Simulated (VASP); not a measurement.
Here is a VASP 6.6.1 calculation.

INCAR

```
SYSTEM = Mo
PREC     = Accurate       ! precision mode
ENCUT    = 520            ! plane-wave cutoff, eV
EDIFF    = 1E-7           ! SCF threshold, eV
ISMEAR   = 0              ! smearing method
SIGMA    = 0.15           ! smearing width, eV
LREAL    = .False.        ! projectors in reciprocal space
LASPH    = .True.         ! aspherical terms in the spheres
NELM     = 100            ! most SCF steps
ALGO     = Fast           ! electronic algorithm
ISIF     = 2              ! what is computed and relaxed
LWAVE    = .False.        ! write WAVECAR
LCHARG   = .False.        ! write CHGCAR
GGA      = PS             ! functional
NBANDS   = 13             ! bands
```

KPOINTS

```
regular mesh
0
Gamma
  22 22 22
  0 0 0
```

POSCAR

```
Mo
1.0
   -1.5945650000      1.5710000000      1.5710000000
    1.5945650000     -1.5710000000      1.5710000000
    1.5945650000      1.5710000000     -1.5710000000
Mo
1
Direct
    0.0000000000      0.0000000000      0.0000000000
```

Potentials or basis: VASP PAW PBE potentials, release 64 (Mo_sv).

Command:

```bash
$ cat potpaw_PBE.64/Mo_sv/POTCAR > POTCAR
$ mpirun -np 1 vasp_std > vasp.out
```

Question: Predict the pressure.

Answer: -6.5 GPa.

Question: Predict the band gap on the k mesh.

Answer: Zero (bands 7 and 8 overlap by 5.19 eV).

Stress tensor (GPa, compression positive):
```
-9.46  0.00  0.00
 0.00 -5.07  0.00
 0.00  0.00 -5.07
```

Caveat: the cell differs from its parent crystal (strain +0.0150 x Voigt [1, 0, 0, 0, 0, 0]); the cell stands under tension; the PAW data sets were made with another functional, which shifts forces and pressure a little.
